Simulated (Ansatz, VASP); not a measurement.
## Mo: VASP beside Ansatz

File POSCAR:

```
Mo
1.0
   -1.5838089700      1.5838089700      1.5838089700
    1.5838089700     -1.5838089700      1.5838089700
    1.5838089700      1.5838089700     -1.5838089700
Mo
1
Direct
    0.0000000000      0.0000000000      0.0000000000
```

INCAR.step1

```
SYSTEM = Mo
PREC = Accurate
ENCUT = 400
EDIFF = 1E-5
ISMEAR = 1
SIGMA = 0.05
LREAL = .False.
LASPH = .True.
NELM = 120
ALGO = Normal
ISIF = 2
LWAVE = .True.
NBANDS = 13
GGA = PE
GGA_COMPAT = .False.
```

File INCAR.step2:

```
SYSTEM = Mo
PREC = Accurate
ENCUT = 400
EDIFF = 1E-6
ISMEAR = 1
SIGMA = 0.05
LREAL = .False.
LASPH = .True.
NELM = 120
ALGO = Normal
ISIF = 2
LWAVE = .False.
LCHARG = .True.
GGA = PE
LHFCALC = .True.
AEXX = 0.25
PRECFOCK = Normal
LELF = .True.
LVHAR = .True.
NBANDS = 13
ISTART = 1
GGA_COMPAT = .False.
```

Contents of KPOINTS:

```
regular mesh
0
Gamma
  8 8 8
  0 0 0
```

input.yaml

```yaml
crystal:
  lattice: { a: 3.16761794, b: 3.16761794, c: 3.16761794, alpha: 90.0, beta: 90.0, gamma: 90.0 }
  space_group: 229
  reduce_to_primitive: true
  atoms:
    - { symbol: Mo, wyckoff: "2a", position: [0.0, 0.0, 0.0] }
hamiltonian:
  xc: pbe0
  pseudopotentials: { kind: paw, partial_waves: polarizable }
kpoints:
  mp_grid: { grid: [8, 8, 8] }
scf:
  occupations: { method: cold, width: 0.05 }
output:
  forces: true
  stress: true
  eigenvalues: true
```

Alike in both runs: task single point; functional PBE0; k mesh 8 × 8 × 8; no spin polarisation.

```csv
,VASP,Ansatz
version,VASP 6.6.1,Ansatz 0.2.0
potentials or method,"VASP PAW PBE potentials, release 64 (Mo_sv)",Ansatz PAW polarizable
plane-wave cutoff (eV),400,420
occupations,"methfessel-paxton of order 1, width 0.05 eV","cold, width 0.05 eV"
valence electrons in the cell,14,14
```

```csv
,VASP,Ansatz,Ansatz less VASP
pressure (GPa),-6.8,-6.8,+0.07
```
